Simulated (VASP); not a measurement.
# BN (Imm2) in VASP: a series of runs

The runs below take BN through single point, with PBE.

Everything below comes from runs of VASP 6.6.1. Logs are shortened: lines on timing, memory, paths and dates and some standing lists are left out, and cuts for length are marked.

## (1) The cell of the first run

The structure is orthorhombic, space group Imm2 (No. 44). The conventional cell has a = 2.563 Å, b = 2.563 Å, c = 3.625 Å, α = 90.00°, β = 90.00°, γ = 90.00°. Within 1.9 Å of B (site symmetry mm2) lie 4 N at 1.41 to 1.77 Å. N (site symmetry mm2) has 4 B at 1.41 to 1.77 Å within 1.9 Å.

## (2) Single point, PBE (mode 4 (1026.0 1/cm) frozen in, largest displacement +0.175 Å)

File INCAR:

```
PREC = Accurate
ENCUT = 600
EDIFF = 1E-6
ISMEAR = 0
SIGMA = 0.05
LREAL = False
LASPH = True
NELM = 120
ALGO = Normal
ISIF = 2
LWAVE = False
LCHARG = False
GGA = PE
NBANDS = 11
GGA_COMPAT = False
```

File KPOINTS:

```
regular mesh
0
Gamma
  12 12 12
```

File POSCAR:

```
BN
1.0
    0.0000000000      1.8123485134      1.8123485134
    1.8123485134      0.0000000000      1.8123485134
    1.8123485134      1.8123485134      0.0000000000
B N
1 1
Direct
   -0.0482798972      0.0482798972      0.0482798972
    0.7872603476      0.7127396524      0.7127396524
```

Potentials or basis: VASP PAW PBE potentials, release 64 (B, N).

Command:

```console
$ cat potpaw_PBE.64/B/POTCAR potpaw_PBE.64/N/POTCAR > POTCAR
$ mpirun -np 1 vasp_std > vasp.out
```

OUTCAR:

```text
PREC = Accurate
   ENCUT = 600
   EDIFF = 1E-6
   ISMEAR = 0
   LREAL = False
   LASPH = True
   NELM = 120
   ISIF = 2
   GGA = PE

 ion  position               nearest neighbor table
   1  0.952  0.048  0.048-   2 1.41   2 1.41   2 1.77   2 1.77
   2  0.787  0.713  0.713-   1 1.41   1 1.41   1 1.77   1 1.77

  LATTYP: Found a face centered cubic cell.
 ALAT       =     3.6246970268

  Lattice vectors:

 A1 = (   0.0000000000,   1.8123485134,   1.8123485134)
 A2 = (   1.8123485134,   0.0000000000,   1.8123485134)
 A3 = (   1.8123485134,   1.8123485134,   0.0000000000)

Analysis of symmetry for initial positions (statically):
=====================================================================
 Subroutine PRICEL returns:
 Original cell was already a primitive cell.

 Routine SETGRP: Setting up the symmetry group for a
 face centered cubic supercell.

 Subroutine GETGRP returns: Found  4 space group operations
 (whereof  4 operations were pure point group operations)
 out of a pool of 48 trial point group operations.

The static configuration has the point symmetry C_2v.

Analysis of symmetry for dynamics (positions and initial velocities):
=====================================================================
 Subroutine PRICEL returns:
 Original cell was already a primitive cell.

 Routine SETGRP: Setting up the symmetry group for a
 face centered cubic supercell.

 Subroutine GETGRP returns: Found  4 space group operations
 (whereof  4 operations were pure point group operations)
 out of a pool of 48 trial point group operations.

The dynamic configuration has the point symmetry C_2v.

 Subroutine INISYM returns: Found  4 space group operations
 (whereof  4 operations are pure point group operations),
 and found     1 'primitive' translations

----------------------------------------------------------------------------------------

                                     Primitive cell

  volume of cell :      11.9057

  direct lattice vectors                    reciprocal lattice vectors
     0.000000000  1.812348513  1.812348513    -0.275885127  0.275885127  0.275885127
     1.812348513  0.000000000  1.812348513     0.275885127 -0.275885127  0.275885127
     1.812348513  1.812348513  0.000000000     0.275885127  0.275885127 -0.275885127

  length of vectors
     2.563047847  2.563047847  2.563047847     0.477847057  0.477847057  0.477847057

  position of ions in fractional coordinates (direct lattice)
     0.951720103  0.048279897  0.048279897
     0.787260348  0.712739652  0.712739652

  ion indices of the primitive-cell ions
   primitive index   ion index
                 1           1
                 2           2

----------------------------------------------------------------------------------------

 KPOINTS: regular mesh

Automatic generation of k-mesh.
 Grid dimensions read from file:
 generate k-points for:   12   12   12

 Generating k-lattice:

  Cartesian coordinates                     Fractional coordinates (reciprocal lattice)
    -0.022990427  0.022990427  0.022990427     0.083333333  0.000000000  0.000000000
     0.022990427 -0.022990427  0.022990427     0.000000000  0.083333333  0.000000000
     0.022990427  0.022990427 -0.022990427     0.000000000  0.000000000  0.083333333

  Length of vectors
     0.039820588  0.039820588  0.039820588

  Shift w.r.t. Gamma in fractional coordinates (k-lattice)
     0.000000000  0.000000000  0.000000000

 Subroutine IBZKPT returns following result:
 ===========================================

 Found    280 irreducible k-points:

 Following reciprocal coordinates:
            Coordinates               Weight
  0.000000  0.000000  0.000000      1.000000
  0.083333  0.000000  0.000000      4.000000
  0.000000  0.083333  0.000000      4.000000
  0.166667  0.000000  0.000000      4.000000
  0.000000  0.166667  0.000000      4.000000
  0.250000  0.000000  0.000000      4.000000
[... 16 lines left out ...]
  0.166667 -0.083333 -0.083333      4.000000
  0.333333  0.083333  0.000000      8.000000
 [... further k-points ...]
   k-points           NKPTS =    280   k-points in BZ     NKDIM =    280   number of bands    NBANDS=     11
   number of dos      NEDOS =    301   number of ions     NIONS =      2
   total plane-waves  NPLWV =   8000
   dimension x,y,z NGX =    20 NGY =   20 NGZ =   20
   dimension x,y,z NGXF=    40 NGYF=   40 NGZF=   40
   ions per type =               1   1
   NGX,Y,Z   is equivalent  to a cutoff of  12.97, 12.97, 12.97 a.u.
   NGXF,Y,Z  is equivalent  to a cutoff of  25.95, 25.95, 25.95 a.u.
 SYSTEM =  unknown system
   PREC   = accura    normal or accurate (medium, high low for compatibility)
   ISTART =      0    job   : 0-new  1-cont  2-samecut
   ICHARG =      2    charge: 1-file 2-atom 10-const
   ISPIN  =      1    spin polarized calculation?
   LNONCOLLINEAR =      F non collinear calculations
   LSORBIT =      F    spin-orbit coupling
   LASPH  =      T    aspherical Exc in radial PAW
   ENCUT  =  600.0 eV  44.10 Ry    6.64 a.u.   5.12  5.12  5.12*2*pi/ulx,y,z
   NELM   =    120;   NELMIN=  2; NELMDL= -5     # of ELM steps
   EDIFF  = 0.1E-05   stopping-criterion for ELM
   LREAL  =      F    real-space projection
   EDIFFG = 0.1E-04   stopping-criterion for IOM
   NSW    =      0    number of steps for IOM
   IBRION =     -1    ionic relax: 0-MD 1-quasi-New 2-CG
   NFREE  =      0    steps in history (QN), initial steepest desc. (CG)
   ISIF   =      2    stress and relaxation
   ISYM   =      2    0-nonsym 1-usesym 2-fastsym
   POTIM  = 0.5000    time-step for ionic-motion
   TEBEG  =    0.0;   TEEND  =   0.0 temperature during run
   PSTRESS=    0.0 pullay stress
   NELECT =       8.0000    total number of electrons
   NUPDOWN=      -1.0000    fix difference up-down
   EMIN   =  10.00;   EMAX   =-10.00  energy-range for DOS
   EFERMI =   0.00;   METHOD = LEGACY
   ISMEAR =     0;   SIGMA  =   0.05  broadening in eV -4-tet -1-fermi 0-gaus
   EFERMI_NEDOS =   21; number of points for ismear=-14 and -15
   IALGO  =     38    algorithm
   IMIX   =      4    mixing-type and parameters
     AMIX     =   0.40;   BMIX     =  1.00
     AMIX_MAG =   1.60;   BMIX_MAG =  1.00
  volume/ion in A,a.u.               =       5.95        40.17
  Fermi-wavevector in a.u.,A,eV,Ry     =   1.433903  2.709684 27.974638  2.056078
  Thomas-Fermi vector in A             =   2.553370
   LORBIT       =      0    0 simple, 1 ext, 2 COOP (PROOUT), +10 PAW based schemes
   GGA     = PE    functional components
   LHFCALC =     F    Hartree Fock is set to
   AEXX    =    0.0000 exact exchange contribution
   IVDW    =     0    specifies the selected vdW correction
   LEPSILON=     F    determine dielectric tensor
   LRPA    =     F    only Hartree local field effects (RPA)
 non-spin polarized calculation
 Gauss-broadening in eV      SIGMA  =   0.05
  energy-cutoff  :      600.00
  volume of cell :       11.91
 maximum number of plane-waves:       415
   NGX = 11   NGY = 11   NGZ = 11

 number of electron       8.0000000 magnetization

 Free energy of the ion-electron system (eV)
  ---------------------------------------------------
  ext. energy  EPLUGINS =         0.00000000
  ---------------------------------------------------
  free energy    TOTEN  =       -16.42979459 eV

  energy without entropy =      -16.42979459  energy(sigma->0) =      -16.42979459

 E-fermi :   8.9509     XC(G=0): -12.7793

 val. band max:        8.6550767314   @ k =   0.0000  -0.0833   0.0833
 cond. band min:      10.7022144925   @ k =   0.5000   0.5000   0.0000
 fundamental gap:      2.0471377611
 Fermi energy:         8.9508829855

 k-point     1 :       0.0000    0.0000    0.0000
  band No.  band energies     occupation
      1     -12.8995      2.00000
      2       3.9870      2.00000
      3       8.0007      2.00000
      4       8.5953      2.00000
      5      14.9725      0.00000
      6      15.8562      0.00000
      7      17.6836      0.00000
      8      19.5759      0.00000
      9      31.0887      0.00000
     10      32.4674      0.00000
     11      34.8126      0.00000

 k-point     2 :       0.0833    0.0000    0.0000
  band No.  band energies     occupation
      1     -12.7305      2.00000
      2       3.8886      2.00000
      3       7.1099      2.00000
      4       8.3549      2.00000
      5      14.9458      0.00000
      6      16.4142      0.00000
      7      17.9725      0.00000
      8      19.8211      0.00000
      9      30.7682      0.00000
     10      32.5793      0.00000
     11      33.2241      0.00000

 k-point     3 :       0.0000    0.0833    0.0000
  band No.  band energies     occupation
      1     -12.7386      2.00000
      2       3.5550      2.00000
      3       7.6032      2.00000
      4       8.4522      2.00000
      5      15.0549      0.00000
      6      15.9678      0.00000
      7      17.7295      0.00000
      8      20.4208      0.00000
      9      30.7830      0.00000
     10      31.2377      0.00000
     11      33.2060      0.00000

 k-point     4 :       0.1667    0.0000    0.0000
  band No.  band energies     occupation
      1     -12.2308      2.00000
      2       3.6333      2.00000
      3       4.8914      2.00000
      4       8.0617      2.00000
      5      14.8116      0.00000
      6      17.2623      0.00000
      7      18.7832      0.00000
      8      20.4217      0.00000
      9      30.2773      0.00000
     10      31.5791      0.00000
     11      32.1894      0.00000
[... 239 lines left out ...]
 k-point    22 :       0.0833    0.0000    0.2500
  band No.  band energies     occupation
      1     -11.6524      2.00000
      2       1.1414      2.00000
      3       5.7060      2.00000
      4       7.7620      2.00000
      5      15.1310      0.00000
      6      16.0186      0.00000
      7      19.5945      0.00000
      8      23.2470      0.00000
      9      27.6213      0.00000
     10      31.1912      0.00000
     11      32.0350      0.00000

 k-point    23 :       0.1667   -0.0833   -0.0833
  band No.  band energies     occupation
      1     -11.5810      2.00000
      2       3.0144      2.00000
      3       3.1263      2.00000
      4       7.5916      2.00000
      5      14.8879      0.00000
      6      17.5471      0.00000
      7      19.7169      0.00000
      8      21.4337      0.00000
      9      27.7054      0.00000
     10      32.1561      0.00000
     11      33.1467      0.00000

 k-point    24 :       0.3333    0.0833    0.0000
  band No.  band energies     occupation
      1     -10.6249      2.00000
      2       0.7763      2.00000
      3       2.9348      2.00000
      4       6.9638      2.00000
      5      14.5045      0.00000
      6      18.0595      0.00000
      7      19.8184      0.00000
      8      21.7008      0.00000
      9      29.1220      0.00000
     10      31.7713      0.00000
     11      33.9050      0.00000

 [... further k-points ...]

------------------------ aborting loop because EDIFF is reached ----------------------------------------

  FORCE on cell =-STRESS in cart. coord.  units (eV):
  Direction    XX          YY          ZZ          XY          YZ          ZX
  --------------------------------------------------------------------------------------
  -------------------------------------------------------------------------------------
  Total        1.3225736      2.1724614      2.1724614      0.0000000     -0.5181500      0.0000000
  in kB      177.9816734    292.3529664    292.3529664      0.0000000    -69.7285948      0.0000000
  external PRESSURE =     254.2292021 kB  Pullay stress =       0.0000000 kB

 VOLUME and BASIS-vectors are now :
 -----------------------------------------------------------------------------
  energy-cutoff  :      600.00
  volume of cell :       11.91
      direct lattice vectors                 reciprocal lattice vectors
     0.000000000  1.812348513  1.812348513    -0.275885127  0.275885127  0.275885127
     1.812348513  0.000000000  1.812348513     0.275885127 -0.275885127  0.275885127
     1.812348513  1.812348513  0.000000000     0.275885127  0.275885127 -0.275885127

 POSITION                                       TOTAL-FORCE (eV/Angst)
 -----------------------------------------------------------------------------------
      0.17500      1.81235      1.81235        -5.868450      0.000000      0.000000
      2.58347      2.71852      2.71852         5.868450      0.000000      0.000000
 -----------------------------------------------------------------------------------
    total drift:                                0.000222     -0.000001     -0.000000

  FREE ENERGIE OF THE ION-ELECTRON SYSTEM (eV)
  ---------------------------------------------------
  free  energy   TOTEN  =       -16.4297945883 eV

  energy  without entropy=      -16.4297945883  energy(sigma->0) =      -16.42979459
```

It took 40 s on 1 thread of Intel Xeon 8259CL, shared host; peak memory 0.15 GiB.

What came out:

```
Free energy            : -16.4298 eV
Pressure               : 25.4 GPa
Largest force          : 5.868 eV/Å
Band gap on the k mesh : 2.05 eV, indirect (least direct gap 6.38 eV)
```

Forces in eV/Å, atoms in the order of the input:
```
B   -5.868  0.000  0.000
N    5.868  0.000  0.000
```

Caveat: the cell differs from its parent crystal (mode 4 (1026.0 1/cm) frozen in, largest displacement +0.175 Å); forces of over 1 eV/Å act on the atoms, so gaps and moduli don't describe the material at rest.

(Part 1 of 2 ends here.)
